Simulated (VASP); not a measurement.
Input of a VASP 6.6.1 run:

Contents of POSCAR:

```
V
1.0
    2.5659447027      0.0000000000      0.0000000000
   -1.2829723513      2.2221732972      0.0000000000
    0.0000000000      0.0000000000      4.6002795172
V
2
Direct
    0.3333333333      0.6666666667      0.2500000000
    0.6666666667      0.3333333333      0.7500000000
```

INCAR.step1

```
ALGO = Normal ; EDIFF = 1E-4
ENCUT = 520 ; GGA = PE
ISMEAR = -1 ; LASPH = T
LCHARG = F ; LREAL = F
LWAVE = T ; NBANDS = 20
NELM = 60 ; PREC = Accurate
SIGMA = 0.1
```

Contents of INCAR.step2:

```
ALGO = Normal ; EDIFF = 1E-6
ENCUT = 520 ; ISIF = 2
ISMEAR = -1 ; ISTART = 1
LASPH = T ; LCHARG = T
LELF = T ; LMIXTAU = T
LREAL = F ; LVHAR = T
LWAVE = F ; METAGGA = R2SCAN
NBANDS = 20 ; NELM = 60
PREC = Accurate ; SIGMA = 0.1
```

KPOINTS

```
k-points
0
Gamma
  16 16 8
```

Potentials or basis: VASP PAW PBE potentials, release 64 (V_sv).

The run is started by

```sh
$ cat potpaw_PBE.64/V_sv/POTCAR > POTCAR
$ cp INCAR.step1 INCAR
$ mpirun -np 1 vasp_std > vasp.out
$ cp INCAR.step2 INCAR
$ mpirun -np 1 vasp_std > vasp.out
```

Estimate the band gap on the k mesh.

zero (bands 13 and 14 overlap by 2.43 eV).

Predict the pressure.

8.8 GPa.

Stress tensor (GPa, compression positive):
```
8.76 0.00 0.00
0.00 8.76 0.00
0.00 0.00 8.90
```

Caveat: the cell stands under pressure; the PAW data sets were made with another functional, which shifts forces and pressure a little.
